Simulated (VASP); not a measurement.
## Ge: single point with PBE

Crystal: Ge.

```
Ge
1.0
     0.01508    2.89449    2.87124
     2.89449    0.01508    2.87124
     2.90956    2.90956    0.00000
Ge
2
Direct
  0.00071 0.00071 0.99929
  0.24929 0.24929 0.25071
```

```json
{
  "Program": "VASP 6.6.1",
  "Task": "single point",
  "Functional": "PBE",
  "Potentials or basis": "VASP PAW PBE potentials, release 64 (Ge_d)",
  "Cutoff": "500 eV",
  "k mesh": "10 × 10 × 10",
  "Occupations": "gaussian, width 0.01 eV",
  "Spin": "no spin polarisation"
}
```

The pressure is -0.5 GPa and the band gap on the k mesh is zero (bands 14 and 15 overlap by 0.07 eV).

Stress tensor (GPa, compression positive):
```
-0.66 -0.52  0.00
-0.52 -0.66  0.00
 0.00  0.00 -0.15
```

Levels at points of the mesh, in eV from the Fermi level:
| k point | band 10 | band 11 | band 12 | band 13 | band 14 | band 15 | band 16 | band 17 | band 18 | band 19 |
| --- | --- | --- | --- | --- | --- | --- | --- | --- | --- | --- |
| (0.00, 0.00, 0.00) | -24.47 | -12.28 | -0.47 | -0.01 | 0.07 | 0.08 | 2.54 | 2.55 | 2.63 | 6.33 |
| (0.50, 0.00, 0.00) | -24.45 | -10.31 | -7.28 | -1.34 | -1.25 | 0.00 | 3.70 | 3.78 | 7.11 | 10.25 |
| (0.50, 0.50, 0.00) | -24.43 | -8.62 | -8.57 | -2.91 | -2.80 | 0.75 | 0.91 | 9.04 | 9.11 | 11.07 |
| (0.00, 0.00, 0.50) | -24.45 | -10.36 | -7.29 | -1.26 | -1.22 | 0.10 | 3.77 | 3.79 | 7.17 | 10.17 |
| (0.50, 0.00, 0.50) | -24.44 | -8.63 | -8.63 | -2.80 | -2.80 | 0.89 | 0.89 | 9.05 | 9.05 | 11.05 |

It took 3.2 min on 1 thread of Intel Xeon 8259CL (shared host), peak memory 0.26 GiB.

Caveat: semilocal functionals underestimate gaps, so a narrow gap can read as zero.
